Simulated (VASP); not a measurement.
Wanted: the native input for a VASP 6.6.1 run.

- Task: single point
- Functional: PBEsol
- Potentials or basis: VASP PAW PBE potentials, release 64 (Hf_pv, B)
- Cutoff: 520 eV
- k mesh: 16 × 16 × 16
- Occupations: gaussian, width 0.1 eV
- Spin: no spin polarisation
- Dipole correction: no
- Further INCAR settings: ALGO = Normal; EDIFF = 1e-06; NBANDS = 14

The structure of HfB lies in POSCAR:

```
HfB
1.0
    0.0000000000      2.3697647618      2.3697647618
    2.3697647618      0.0000000000      2.3697647618
    2.3697647618      2.3697647618      0.0000000000
Hf B
1 1
Direct
    0.5000000000      0.5000000000      0.5000000000
    0.0000000000      0.0000000000      0.0000000000
```

This cell differs from its parent crystal: volume scaled by 0.97.

The input as run:

INCAR

```
PREC = Accurate ; ENCUT = 520
EDIFF = 1E-6 ; ISMEAR = 0
SIGMA = 0.1 ; LREAL = F
LASPH = T ; NELM = 100
ALGO = Normal ; ISIF = 2
LWAVE = F ; LCHARG = F
GGA = PS ; NBANDS = 14
```

KPOINTS

```
Automatic mesh
0
Gamma
  16 16 16
```

Potentials or basis: VASP PAW PBE potentials, release 64 (Hf_pv, B).

Command:

```bash
$ cat potpaw_PBE.64/Hf_pv/POTCAR potpaw_PBE.64/B/POTCAR > POTCAR
$ mpirun -np 1 vasp_std > vasp.out
```

It gave:

```
Pressure : 6.3 GPa
```

Caveat: the PAW data sets were made with another functional, which shifts forces and pressure a little.

It took 43 s on 1 thread of Intel(R) Xeon(R) Platinum 8375C CPU @ 2.90GHz (Ice Lake), on a shared host, peak memory 0.2 GiB.
